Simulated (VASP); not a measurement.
Write the native input for VASP 6.6.1 that does the following.

```yaml
Task: single point
Functional: PBE
Potentials_or_basis: VASP PAW PBE potentials, release 64 (Re, S)
Cutoff: 520 eV
k_mesh: 14 × 14 × 14
Occupations: gaussian, width 0.1 eV
Spin: collinear spin, ferromagnetic start
Starting_moments: "[3.5, 0.0] μB"
Dipole_correction: no
Further_INCAR_settings: ALGO = Normal; EDIFF = 1e-07; NBANDS = 18
```

The structure of ReS lies in POSCAR:

```
ReS
1.0
    0.0000000000      2.4685794329      2.4685794329
    2.4685794329      0.0000000000      2.4685794329
    2.4685794329      2.4685794329      0.0000000000
Re S
1 1
Direct
    0.0000000000      0.0000000000      0.0000000000
    0.5000000000      0.5000000000      0.5000000000
```

The input as run:

INCAR

```
SYSTEM = ReS
ALGO = Normal
EDIFF = 1E-7
ENCUT = 520
GGA = PE
ISIF = 2
ISMEAR = 0
ISPIN = 2
LASPH = .True.
LCHARG = .True.
LELF = .True.
LMAXMIX = 4
LORBIT = 11
LREAL = .False.
LVHAR = .True.
LWAVE = .False.
MAGMOM = 3.5 0
NBANDS = 18
NELM = 150
PREC = Accurate
SIGMA = 0.1
```

KPOINTS

```
k-points
0
Gamma
  14 14 14
  0 0 0
```

Potentials or basis: VASP PAW PBE potentials, release 64 (Re, S).

Launch:

```sh
$ cat potpaw_PBE.64/Re/POTCAR potpaw_PBE.64/S/POTCAR > POTCAR
$ mpirun -np 1 vasp_std > vasp.out
```

It gave:

```json
{"Pressure": "1.0 GPa", "Net moment": "0.95 μB per cell", "Site moments": "Re +0.89; S +0.01 μB", "Valence electrons inside the program's atomic spheres": "Re 5.83; S 3.65"}
```

Wall time 78 s on 1 thread of Intel(R) Xeon(R) 6975P-C (Granite Rapids), on a shared host, peak memory 0.24 GiB.
